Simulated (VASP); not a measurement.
## HPt6: single point with PBE

HPt6, a slab with vacuum:

```
Pt H
1.0
     5.61458    0.00000    0.00000
    -2.80729    4.86237    0.00000
     0.00000    0.00000   22.61974
Pt H
12 2
Direct
  0.33333 0.16667 0.17684
  0.33333 0.66667 0.17684
  0.83333 0.16667 0.17684
  0.83333 0.66667 0.17684
  0.16667 0.33333 0.27896
  0.16667 0.83333 0.27896
  0.66667 0.33333 0.27896
  0.66667 0.83333 0.27896
  0.00000 0.00000 0.38107
  0.00000 0.50000 0.38107
  0.50000 0.00000 0.38107
  0.50000 0.50000 0.38107
  0.13509 0.27017 0.44341
  0.36491 0.72983 0.44341
```

```
Program             : VASP 6.6.1
Task                : single point
Functional          : PBE
Potentials or basis : VASP PAW PBE potentials, release 64 (Pt, H)
Cutoff              : 520 eV
k mesh              : 6 × 6 × 1
Occupations         : gaussian, width 0.1 eV
Spin                : no spin polarisation
```

- Largest force: 1.844 eV/Å
- Band gap on the k mesh: zero (band 61 reaches -0.29 eV, above the bottom of band 62 at -0.97 eV)

Forces on the atoms (eV/Å):
```
Pt   0.046  0.008  0.001
Pt   0.000  0.045 -0.099
Pt  -0.046  0.008  0.001
Pt   0.000 -0.013 -0.013
Pt   0.000 -0.027 -0.280
Pt  -0.052 -0.056 -0.065
Pt   0.000  0.046  0.344
Pt   0.052 -0.056 -0.065
Pt   0.000  0.825  1.196
Pt   0.026 -0.023  0.649
Pt   0.000 -0.713  1.037
Pt  -0.026 -0.023  0.649
H    0.000 -0.770 -1.669
H    0.000  0.748 -1.686
```

Levels at points of the mesh, in eV from the Fermi level:
| k point | band 58 | band 59 | band 60 | band 61 | band 62 | band 63 | band 64 | band 65 |
| --- | --- | --- | --- | --- | --- | --- | --- | --- |
| (0.00, 0.00, 0.00) | 0.22 | 0.36 | 0.40 | 0.41 | 0.46 | 0.58 | 0.59 | 0.59 |
| (0.50, 0.00, 0.00) | -0.67 | -0.26 | -0.18 | -0.03 | 0.00 | 0.22 | 0.26 | 0.89 |
| (0.00, 0.50, 0.00) | -0.71 | -0.28 | -0.18 | -0.01 | 0.00 | 0.22 | 0.25 | 0.98 |

It took 34 min on 1 thread of Intel(R) Xeon(R) Platinum 8259CL CPU @ 2.50GHz (Skylake/Cascade Lake) (shared host), peak memory 0.86 GiB.

Caveat: spin-orbit coupling is left out, which moves the levels of the heavy elements.
